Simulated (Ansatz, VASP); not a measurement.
## Ga4O: VASP beside Ansatz

```xyz
5
Lattice="6.0053 0.0000 0.0000 -3.0027 5.2008 0.0000 0.0000 0.0000 2.7786" Properties=species:S:1:pos:R:3 pbc="T T T"
Ga   -1.5382    4.3553    1.3893
Ga    0.0000    1.6910    1.3893
Ga    1.5382    4.3553    1.3893
Ga    3.0027    1.7336    1.3893
O     0.0000    3.4672    0.0000
```

Alike in both runs: functional PBE; k mesh 6 × 6 × 4; occupations gaussian, width 0.1 eV; no spin polarisation.

Ansatz relaxed the structure, and its values are those at the end. VASP's run is a single point on that final structure, the one shown.

|  | VASP | Ansatz |
| --- | --- | --- |
| version | VASP 6.6.1 | Ansatz 0.2.0 |
| potentials or method | VASP PAW PBE potentials, release 64 (Ga_d, O), cutoff 520 eV | scalar-relativistic, plane waves, PAW |
| valence electrons in the cell | 58 | 58 |

Ansatz gave:

```
gap on the k mesh at the Fermi level (eV) : none
pressure (GPa)                            : -0.1
rms of the force components (eV/Å)        : 0.007
```

Problem. What did VASP give for the same quantities?

Solution. gap on the k mesh at the Fermi level (eV): none; pressure (GPa): 0.1; rms of the force components (eV/Å): 0.022.

A gap of «none» marks a metal or a gap that the smearing closes.

The k mesh is coarse, so the values compare programs but aren't converged.
